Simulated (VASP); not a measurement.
Wanted: the native input for a VASP 6.6.1 run.

```yaml
Task: single point
Functional: PBE
Potentials_or_basis: VASP PAW PBE potentials, release 64 (Li_sv)
Cutoff: 520 eV
k_mesh: 17 × 17 × 17
Occupations: fermi-dirac, width 0.08 eV
Spin: no spin polarisation
Dipole_correction: no
Further_INCAR_settings: ALGO = Normal; EDIFF = 1e-07; NBANDS = 8
```

The structure of Li lies in POSCAR:

```
Li
1.0
    0.0000000000      1.7154021332      1.7154021332
    1.7154021332      0.0000000000      1.7154021332
    1.7154021332      1.7154021332      0.0000000000
Li
1
Direct
    0.0000000000      0.0000000000      0.0000000000
```

This isn't the form of Li at room conditions, which is bcc.

One way to write it, as run:

INCAR

```
PREC     = Accurate       # precision mode
ENCUT    = 520            # plane-wave cutoff, eV
EDIFF    = 1E-7           # SCF threshold, eV
ISMEAR   = -1             # smearing method
SIGMA    = 0.08           # smearing width, eV
LREAL    = F              # projectors in reciprocal space
LASPH    = T              # aspherical terms in the spheres
NELM     = 60             # most SCF steps
ALGO     = Normal         # electronic algorithm
ISIF     = 2              # what is computed and relaxed
LWAVE    = F              # write WAVECAR
LCHARG   = F              # write CHGCAR
GGA      = PE             # functional
NBANDS   = 8              # bands
```

KPOINTS

```
regular mesh
0
Gamma
  17 17 17
```

Potentials or basis: VASP PAW PBE potentials, release 64 (Li_sv).

Launch:

```sh
$ cat potpaw_PBE.64/Li_sv/POTCAR > POTCAR
$ mpirun -np 1 vasp_std > vasp.out
```

It gave:

* Band gap on the k mesh: zero (an odd number of electrons rules out a gap without spin polarisation)

It took 7.4 s on 1 thread of Intel(R) Xeon(R) Platinum 8488C (Sapphire Rapids) (shared host), peak memory 0.11 GiB.
